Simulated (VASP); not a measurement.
Write the native input for VASP 6.6.1 that does the following.

| Item | Value |
| --- | --- |
| Task | single point |
| Functional | r2SCAN |
| Potentials or basis | VASP PAW PBE potentials, release 64 (Sr_sv, O) |
| Cutoff | 520 eV |
| k mesh | 8 × 8 × 8 |
| Occupations | gaussian, width 0.05 eV |
| Spin | no spin polarisation |
| Dipole correction | no |
| Further INCAR settings | ALGO = Normal; EDIFF = 1e-07; NBANDS = 15 |

The system is SrO.

```
Sr O
1.0
     0.00645    2.58015    2.58015
     2.58015    0.00645    2.58015
     2.58660    2.58660    0.00000
Sr O
1 1
Direct
  0.00000 0.00000 0.00000
  0.50000 0.50000 0.50000
```

This cell differs from its parent crystal: strain +0.0050 x Voigt [0, 0, 0, 0, 0, 1].

One way to write it, as run:

POSCAR

```
SrO
1.0
    0.0064503692      2.5801476905      2.5801476905
    2.5801476905      0.0064503692      2.5801476905
    2.5865980597      2.5865980597      0.0000000000
Sr O
1 1
Direct
    0.0000000000      0.0000000000      0.0000000000
    0.5000000000      0.5000000000      0.5000000000
```

INCAR.step1

```
PREC = Accurate
ENCUT = 520
ISMEAR = 0
SIGMA = 0.05
LREAL = False
LASPH = True
NELM = 100
NBANDS = 15
GGA = PE
ALGO = Normal
EDIFF = 1E-4
LWAVE = True
LCHARG = False
```

INCAR.step2

```
PREC = Accurate
ENCUT = 520
EDIFF = 1E-7
ISMEAR = 0
SIGMA = 0.05
LREAL = False
LASPH = True
NELM = 100
ALGO = Normal
ISIF = 2
LWAVE = False
LCHARG = False
METAGGA = R2SCAN
LMIXTAU = True
NBANDS = 15
ISTART = 1
```

KPOINTS

```
Automatic mesh
0
Gamma
  8 8 8
```

Potentials or basis: VASP PAW PBE potentials, release 64 (Sr_sv, O).

Run with:

```sh
$ cat potpaw_PBE.64/Sr_sv/POTCAR potpaw_PBE.64/O/POTCAR > POTCAR
$ cp INCAR.step1 INCAR
$ mpirun -np 1 vasp_std > vasp.out
$ cp INCAR.step2 INCAR
$ mpirun -np 1 vasp_std > vasp.out
```

It gave:

```yaml
Pressure: 0.5 GPa
Band_gap_on_the_k_mesh: 3.74 eV, indirect (least direct gap 3.83 eV)
```

Caveat: the cell differs from its parent crystal (strain +0.0050 x Voigt [0, 0, 0, 0, 0, 1]); the PAW data sets were made with another functional, which shifts forces and pressure a little.

Wall time 110 s on 1 thread of Intel(R) Xeon(R) 6975P-C (Granite Rapids), with other jobs on the host, peak memory 0.19 GiB.
